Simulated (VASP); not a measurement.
The system is Rb.

```
Rb
1.0
     5.74000    0.00000    0.00000
     0.00000    4.64000    0.00000
     0.00000    0.00000   12.38000
Rb
4
Direct
  0.04700 0.25000 0.89300
  0.45300 0.75000 0.39300
  0.54700 0.25000 0.60700
  0.95300 0.75000 0.10700
```

- Program: VASP 6.6.1
- Task: relaxation of cell and atoms
- Functional: PBE
- Potentials or basis: VASP PAW PBE potentials, release 64 (Rb_sv)
- Cutoff: 600 eV
- k mesh: 4 × 4 × 2
- Occupations: gaussian, width 0.1 eV
- Spin: no spin polarisation

At the start: pressure 1.2 GPa; volume 82.43 Å³/atom.

Where does the relaxation end?

Over 14 steps the energy falls by 300.2 meV/atom and the volume is 95.39 Å³/atom (+15.7 %); space group Pnma (No. 62, to 0.1 Å) before and after.

Step by step:
| step | energy change (eV) | largest force (eV/Å) | pressure (GPa) | volume (Å³) |
| --- | --- | --- | --- | --- |
| 1 | 0.0000 | 0.7710 | 1.17 | 329.72 |
| 2 | -0.4236 | 0.5323 | 0.69 | 358.85 |
| 3 | -0.8415 | 0.1952 | 0.05 | 422.79 |
| 4 | -0.8889 | 0.1186 | -0.08 | 447.69 |
| 5 | -0.9018 | 0.0742 | -0.17 | 467.48 |
| 6 | -0.9386 | 0.0647 | -0.15 | 455.56 |
| 7 | -1.0418 | 0.0374 | -0.10 | 419.64 |
| 8 | -1.1065 | 0.0361 | 0.31 | 347.61 |
| 9 | -1.1314 | 0.0209 | 0.09 | 375.14 |
| 10 | -1.1740 | 0.0154 | 0.08 | 371.23 |
| 11 | -1.1866 | 0.0132 | 0.10 | 366.37 |
| 12 | -1.1874 | 0.0127 | 0.10 | 367.45 |
| 13 | -1.1982 | 0.0152 | 0.04 | 375.15 |
| 14 | -1.2009 | 0.0178 | 0.00 | 381.58 |

Final structure:
```
Rb
1.0
     4.67238    0.00000    0.00000
     0.00000    4.66574    0.00000
     0.00000    0.00000   17.50353
Rb
4
Direct
  0.06229 0.25000 0.87630
  0.43771 0.75000 0.37630
  0.56229 0.25000 0.62370
  0.93771 0.75000 0.12370
```

Caveat: the volume moved by over 15 % at a fixed basis, so the end points are rough.
